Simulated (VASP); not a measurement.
# SnO2 (klda) in VASP: notebook

Runs on SnO2 (klda). Level: LDA. Tasks: single point, relaxation of cell and atoms.

Everything below comes from runs of VASP 6.6.1. Logs are shortened: lines on timing, memory, paths and dates and some standing lists are left out, and cuts for length are marked.

### Step 1. The cell of the first run

It takes space group Pnnm (No. 58, orthorhombic). Conventional cell: a = 4.714 Å, b = 4.737 Å, c = 3.187 Å, α = 90.00°, β = 90.00°, γ = 90.00°. Within 2.7 Å of Sn (site symmetry 2/m) lie 6 O at 2.05 Å. Within 2.7 Å of O (site symmetry m) lie 3 Sn at 2.05 Å and 1 O at 2.59 Å.

### Step 2. Single point, LDA

File INCAR:

```
  PREC = Accurate
  ENCUT = 520
  EDIFF = 1E-6
  ISMEAR = 0
  SIGMA = 0.1
  LREAL = False
  LASPH = True
  NELM = 100
  ALGO = Normal
  ISIF = 2
  LWAVE = False
  LCHARG = False
  GGA = CA
  NBANDS = 35
```

File KPOINTS:

```
Automatic mesh
0
Gamma
  4 4 6
```

File POSCAR:

```
SnO2
1.0
    4.7135083079      0.0000000000      0.0000000000
    0.0000000000      4.7366820554      0.0000000000
    0.0000000000      0.0000000000      3.1866224506
Sn O
2 4
Direct
    0.5000000000      0.5000000000      0.5000000000
    0.0000000000      0.0000000000      0.0000000000
    0.3040913183      0.3081008503      0.0000000000
    0.8040913183      0.1918991497      0.5000000000
    0.1959086817      0.8081008503      0.5000000000
    0.6959086817      0.6918991497      0.0000000000
```

Potentials or basis: VASP PAW LDA potentials, release 64 (Sn_d, O).

On the command line:

```console
$ cat potpaw_LDA.64/Sn_d/POTCAR potpaw_LDA.64/O/POTCAR > POTCAR
$ mpirun -np 1 vasp_std > vasp.out
```

OUTCAR:

```text
PREC = Accurate
   ENCUT = 520
   EDIFF = 1E-6
   ISMEAR = 0
   LREAL = False
   LASPH = True
   NELM = 100
   ISIF = 2
   GGA = CA

 ion  position               nearest neighbor table
   1  0.500  0.500  0.500-   4 2.05   5 2.05   3 2.05   6 2.05   3 2.05   6 2.05   2 3.70   2 3.70
                             2 3.70   2 3.70   2 3.70   2 3.70   2 3.70   2 3.70
   2  0.000  0.000  0.000-   3 2.05   6 2.05   5 2.05   4 2.05   4 2.05   5 2.05   1 3.70   1 3.70
                             1 3.70   1 3.70   1 3.70   1 3.70   1 3.70   1 3.70
   3  0.304  0.308  0.000-   2 2.05   1 2.05   1 2.05
   4  0.804  0.192  0.500-   1 2.05   2 2.05   2 2.05
   5  0.196  0.808  0.500-   1 2.05   2 2.05   2 2.05
   6  0.696  0.692  0.000-   2 2.05   1 2.05   1 2.05

  LATTYP: Found a simple orthorhombic cell.
 ALAT       =     3.1866224506
 B/A-ratio  =     1.4791549300
 C/A-ratio  =     1.4864271274

  Lattice vectors:

 A1 = (   0.0000000000,   0.0000000000,   3.1866224506)
 A2 = (   4.7135083079,   0.0000000000,   0.0000000000)
 A3 = (   0.0000000000,   4.7366820554,   0.0000000000)

Analysis of symmetry for initial positions (statically):
=====================================================================
 Subroutine PRICEL returns:
 Original cell was already a primitive cell.

 Routine SETGRP: Setting up the symmetry group for a
 simple orthorhombic supercell.

 Subroutine GETGRP returns: Found  8 space group operations
 (whereof  4 operations were pure point group operations)
 out of a pool of  8 trial point group operations.

The static configuration has the point symmetry C_2h.
 The point group associated with its full space group is D_2h.

Analysis of symmetry for dynamics (positions and initial velocities):
=====================================================================
 Subroutine PRICEL returns:
 Original cell was already a primitive cell.

 Routine SETGRP: Setting up the symmetry group for a
 simple orthorhombic supercell.

 Subroutine GETGRP returns: Found  8 space group operations
 (whereof  4 operations were pure point group operations)
 out of a pool of  8 trial point group operations.

The dynamic configuration has the point symmetry C_2h.
 The point group associated with its full space group is D_2h.

 Subroutine INISYM returns: Found  8 space group operations
 (whereof  4 operations are pure point group operations),
 and found     1 'primitive' translations

----------------------------------------------------------------------------------------

                                     Primitive cell

  volume of cell :      71.1458

  direct lattice vectors                    reciprocal lattice vectors
     4.713508308  0.000000000  0.000000000     0.212156198  0.000000000  0.000000000
     0.000000000  4.736682055  0.000000000     0.000000000  0.211118244  0.000000000
     0.000000000  0.000000000  3.186622451     0.000000000  0.000000000  0.313811886

  length of vectors
     4.713508308  4.736682055  3.186622451     0.212156198  0.211118244  0.313811886

  position of ions in fractional coordinates (direct lattice)
     0.500000000  0.500000000  0.500000000
     0.000000000  0.000000000  0.000000000
     0.304091318  0.308100850  0.000000000
     0.804091318  0.191899150  0.500000000
     0.195908682  0.808100850  0.500000000
     0.695908682  0.691899150  0.000000000

  ion indices of the primitive-cell ions
   primitive index   ion index
                 1           1
                 2           2
                 3           3
                 4           4
                 5           5
                 6           6

----------------------------------------------------------------------------------------

 KPOINTS: Automatic mesh

Automatic generation of k-mesh.
 Grid dimensions read from file:
 generate k-points for:    4    4    6

 Generating k-lattice:

  Cartesian coordinates                     Fractional coordinates (reciprocal lattice)
     0.053039049  0.000000000  0.000000000     0.250000000  0.000000000  0.000000000
     0.000000000  0.052779561  0.000000000     0.000000000  0.250000000  0.000000000
     0.000000000  0.000000000  0.052301981     0.000000000  0.000000000  0.166666667

  Length of vectors
     0.053039049  0.052779561  0.052301981

  Shift w.r.t. Gamma in fractional coordinates (k-lattice)
     0.000000000  0.000000000  0.000000000

 Subroutine IBZKPT returns following result:
 ===========================================

 Found     36 irreducible k-points:

 Following reciprocal coordinates:
            Coordinates               Weight
  0.000000  0.000000  0.000000      1.000000
  0.250000  0.000000  0.000000      2.000000
  0.500000  0.000000  0.000000      1.000000
  0.000000  0.250000  0.000000      2.000000
  0.250000  0.250000  0.000000      4.000000
  0.500000  0.250000  0.000000      2.000000
[... 16 lines left out ...]
  0.250000  0.250000  0.333333      8.000000
  0.500000  0.250000  0.333333      4.000000
 [... further k-points ...]
   k-points           NKPTS =     36   k-points in BZ     NKDIM =     36   number of bands    NBANDS=     35
   number of dos      NEDOS =    301   number of ions     NIONS =      6
   total plane-waves  NPLWV =  31104
   dimension x,y,z NGX =    36 NGY =   36 NGZ =   24
   dimension x,y,z NGXF=    72 NGYF=   72 NGZF=   48
   ions per type =               2   4
   NGX,Y,Z   is equivalent  to a cutoff of  12.70, 12.64, 12.52 a.u.
   NGXF,Y,Z  is equivalent  to a cutoff of  25.39, 25.27, 25.04 a.u.
 SYSTEM =  unknown system
   PREC   = accura    normal or accurate (medium, high low for compatibility)
   ISTART =      0    job   : 0-new  1-cont  2-samecut
   ICHARG =      2    charge: 1-file 2-atom 10-const
   ISPIN  =      1    spin polarized calculation?
   LNONCOLLINEAR =      F non collinear calculations
   LSORBIT =      F    spin-orbit coupling
   LASPH  =      T    aspherical Exc in radial PAW
   ENCUT  =  520.0 eV  38.22 Ry    6.18 a.u.   8.76  8.81  5.93*2*pi/ulx,y,z
   NELM   =    100;   NELMIN=  2; NELMDL= -5     # of ELM steps
   EDIFF  = 0.1E-05   stopping-criterion for ELM
   LREAL  =      F    real-space projection
   EDIFFG = 0.1E-04   stopping-criterion for IOM
   NSW    =      0    number of steps for IOM
   IBRION =     -1    ionic relax: 0-MD 1-quasi-New 2-CG
   NFREE  =      0    steps in history (QN), initial steepest desc. (CG)
   ISIF   =      2    stress and relaxation
   ISYM   =      2    0-nonsym 1-usesym 2-fastsym
   POTIM  = 0.5000    time-step for ionic-motion
   TEBEG  =    0.0;   TEEND  =   0.0 temperature during run
   PSTRESS=    0.0 pullay stress
   NELECT =      52.0000    total number of electrons
   NUPDOWN=      -1.0000    fix difference up-down
   EMIN   =  10.00;   EMAX   =-10.00  energy-range for DOS
   EFERMI =   0.00;   METHOD = LEGACY
   ISMEAR =     0;   SIGMA  =   0.10  broadening in eV -4-tet -1-fermi 0-gaus
   EFERMI_NEDOS =   21; number of points for ismear=-14 and -15
   IALGO  =     38    algorithm
   IMIX   =      4    mixing-type and parameters
     AMIX     =   0.40;   BMIX     =  1.00
     AMIX_MAG =   1.60;   BMIX_MAG =  1.00
  volume/ion in A,a.u.               =      11.86        80.02
  Fermi-wavevector in a.u.,A,eV,Ry     =   1.474663  2.786710 29.587667  2.174632
  Thomas-Fermi vector in A             =   2.589407
   LORBIT       =      0    0 simple, 1 ext, 2 COOP (PROOUT), +10 PAW based schemes
   GGA     = CA    functional components
   LHFCALC =     F    Hartree Fock is set to
   AEXX    =    0.0000 exact exchange contribution
   IVDW    =     0    specifies the selected vdW correction
   LEPSILON=     F    determine dielectric tensor
   LRPA    =     F    only Hartree local field effects (RPA)
 non-spin polarized calculation
 Gauss-broadening in eV      SIGMA  =   0.10
  energy-cutoff  :      520.00
  volume of cell :       71.15
 maximum number of plane-waves:      1944
 NGX is ok and might be reduce to    36
   NGX = 17   NGY = 17   NGZ = 11

 number of electron      51.9999991 magnetization

 Free energy of the ion-electron system (eV)
  ---------------------------------------------------
  ext. energy  EPLUGINS =         0.00000000
  ---------------------------------------------------
  free energy    TOTEN  =       -42.27808639 eV

  energy without entropy =      -42.27808639  energy(sigma->0) =      -42.27808639

 E-fermi :   6.3721     XC(G=0): -11.8305

 val. band max:        5.9330942487   @ k =   0.0000   0.0000   0.0000
 cond. band min:       7.1372592156   @ k =   0.0000   0.0000   0.0000
 fundamental gap:      1.2041649669
 Fermi energy:         6.3721222004

 k-point     1 :       0.0000    0.0000    0.0000
  band No.  band energies     occupation
      1     -15.0848      2.00000
      2     -14.3085      2.00000
      3     -14.0289      2.00000
      4     -14.0100      2.00000
      5     -14.0096      2.00000
      6     -13.9285      2.00000
[... 27 lines left out ...]
     34      17.9115      0.00000
     35      18.3122      0.00000

 k-point     2 :       0.2500    0.0000    0.0000
  band No.  band energies     occupation
      1     -14.9894      2.00000
      2     -14.4234      2.00000
      3     -14.0279      2.00000
      4     -14.0059      2.00000
      5     -14.0054      2.00000
      6     -13.9901      2.00000
[... 27 lines left out ...]
     34      17.9161      0.00000
     35      18.2464      0.00000

 k-point     3 :       0.5000    0.0000    0.0000
  band No.  band energies     occupation
      1     -14.7285      2.00000
      2     -14.7285      2.00000
      3     -14.0231      2.00000
      4     -14.0231      2.00000
      5     -14.0014      2.00000
      6     -14.0014      2.00000
[... 27 lines left out ...]
     34      18.1478      0.00000
     35      18.2877      0.00000
[... 723 lines left out ...]
 k-point    23 :       0.2500    0.2500    0.3333
  band No.  band energies     occupation
      1     -14.8745      2.00000
      2     -14.6508      2.00000
      3     -14.4684      2.00000
      4     -14.0470      2.00000
      5     -13.8706      2.00000
      6     -13.8417      2.00000
[... 27 lines left out ...]
     34      17.8837      0.00000
     35      18.2492      0.00000

 k-point    24 :       0.5000    0.2500    0.3333
  band No.  band energies     occupation
      1     -14.7964      2.00000
      2     -14.7964      2.00000
      3     -14.2531      2.00000
      4     -14.2531      2.00000
      5     -13.8585      2.00000
      6     -13.8585      2.00000
[... 27 lines left out ...]
     34      17.3882      0.00000
     35      18.3937      0.00000

 [... further k-points ...]
[... 5 lines left out ...]
  --------------------------------------------------------------------------------------
  -------------------------------------------------------------------------------------
  Total        0.4269826      0.3216525      0.7645881      0.0000000      0.0000000      0.0000000
  in kB        9.6154955      7.2434978     17.2182497      0.0000000      0.0000000      0.0000000
  external PRESSURE =      11.3590810 kB  Pullay stress =       0.0000000 kB

 VOLUME and BASIS-vectors are now :
 -----------------------------------------------------------------------------
  energy-cutoff  :      520.00
  volume of cell :       71.15
      direct lattice vectors                 reciprocal lattice vectors
     4.713508308  0.000000000  0.000000000     0.212156198  0.000000000  0.000000000
     0.000000000  4.736682055  0.000000000     0.000000000  0.211118244  0.000000000
     0.000000000  0.000000000  3.186622451     0.000000000  0.000000000  0.313811886

 POSITION                                       TOTAL-FORCE (eV/Angst)
 -----------------------------------------------------------------------------------
      2.35675      2.36834      1.59331        -0.000000      0.000000      0.000000
      0.00000      0.00000      0.00000        -0.000000      0.000000      0.000000
      1.43334      1.45938      0.00000        -0.020821     -0.026691      0.000000
      3.79009      0.90897      1.59331        -0.020821      0.026691      0.000000
      0.92342      3.82772      1.59331         0.020821     -0.026691     -0.000000
      3.28017      3.27731      0.00000         0.020821      0.026691     -0.000000
 -----------------------------------------------------------------------------------
    total drift:                                0.000000      0.000000      0.000000

  FREE ENERGIE OF THE ION-ELECTRON SYSTEM (eV)
  ---------------------------------------------------
  free  energy   TOTEN  =       -42.2780863895 eV

  energy  without entropy=      -42.2780863895  energy(sigma->0) =      -42.27808639
```

Run time: 25 s. Hardware: 1 thread of Intel Xeon 6975P-C (Granite Rapids), shared host; peak memory 0.19 GiB.

What came out:

| Property | Result |
| --- | --- |
| Free energy | -42.2781 eV |
| Pressure | 1.1 GPa |
| Largest force | 0.034 eV/Å |
| Band gap on the k mesh | 1.20 eV, direct |

Forces in eV/Å, atoms in the order of the input:
```
Sn   0.000  0.000  0.000
Sn   0.000  0.000  0.000
O   -0.021 -0.027  0.000
O   -0.021  0.027  0.000
O    0.021 -0.027  0.000
O    0.021  0.027  0.000
```

Stress tensor (GPa, compression positive):
```
0.96 0.00 0.00
0.00 0.72 0.00
0.00 0.00 1.72
```

Caveat: spin-orbit coupling is left out, which moves the levels of the heavy elements.

[end of part 1 of 2]
